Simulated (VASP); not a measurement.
Wanted: the native input for a VASP 6.6.1 run.

```yaml
Task: relaxation of cell and atoms
Functional: PBE
Potentials_or_basis: VASP PAW PBE potentials, release 64 (Mg, B, Cl)
Cutoff: 600 eV
k_mesh: 4 × 4 × 2
Occupations: gaussian, width 0.1 eV
Spin: no spin polarisation
Dipole_correction: no
Further_INCAR_settings: ALGO = Normal; EDIFF = 1e-07; IBRION = 2; EDIFFG = -0.04; NSW = 90; ISIF = 3
```

The structure of MgBCl5 lies in POSCAR:

```
MgBCl5
1.0
    4.6704600800      0.0000000000      0.0000000000
    0.0000000000      4.6704600800      0.0000000000
    0.0000000000      0.0000000000      7.4953161700
Mg B Cl
1 1 5
Direct
    0.0000000000      0.0000000000      0.0000000000
    0.0000000000      0.0000000000      0.5000000000
    0.0000000000      0.5000000000      0.3014319200
    0.0000000000      0.5000000000      0.6985680800
    0.5000000000      0.0000000000      0.3014319200
    0.5000000000      0.0000000000      0.6985680800
    0.5000000000      0.5000000000      0.0000000000
```

The input as run:

INCAR

```
SYSTEM = MgBCl5
PREC = Accurate ; ENCUT = 600
EDIFF = 1E-7 ; ISMEAR = 0
SIGMA = 0.1 ; LREAL = .FALSE.
LASPH = .TRUE. ; NELM = 120
ALGO = Normal ; ISIF = 3
LWAVE = .FALSE. ; LCHARG = .FALSE.
GGA = PE ; IBRION = 2
NSW = 90 ; EDIFFG = -0.04
GGA_COMPAT = .FALSE. ; NELMIN = 4
```

KPOINTS

```
Automatic mesh
0
G
  4 4 2
  0 0 0
```

Potentials or basis: VASP PAW PBE potentials, release 64 (Mg, B, Cl).

Command:

```bash
$ cat potpaw_PBE.64/Mg/POTCAR potpaw_PBE.64/B/POTCAR potpaw_PBE.64/Cl/POTCAR > POTCAR
$ mpirun -np 1 vasp_std > vasp.out
```

It gave:

* Relaxed volume: 19.60 Å³/atom
* Relaxed cell: a = 4.064 Å, b = 4.064 Å, c = 8.307 Å, α = 90.00°, β = 90.00°, γ = 90.00°
* Space group after relaxing (to 0.05 Å): P4/mmm (No. 123)
* Energy gained by relaxing: 141.0 meV/atom
* Ionic steps: 25
* Pressure after relaxing: 0.2 GPa
* Largest force after relaxing: 0.022 eV/Å
* Band gap on the k mesh: zero (band 20 reaches 3.68 eV, above the bottom of band 21 at 3.00 eV)

Caveat: the k points lie up to 0.39 Å⁻¹ apart in the final cell; the volume moved by over 15 % at a fixed basis, so the end points are rough.

Wall time 10 min on 1 thread of Intel(R) Xeon(R) 6975P-C (Granite Rapids) (shared host), peak memory 0.35 GiB.
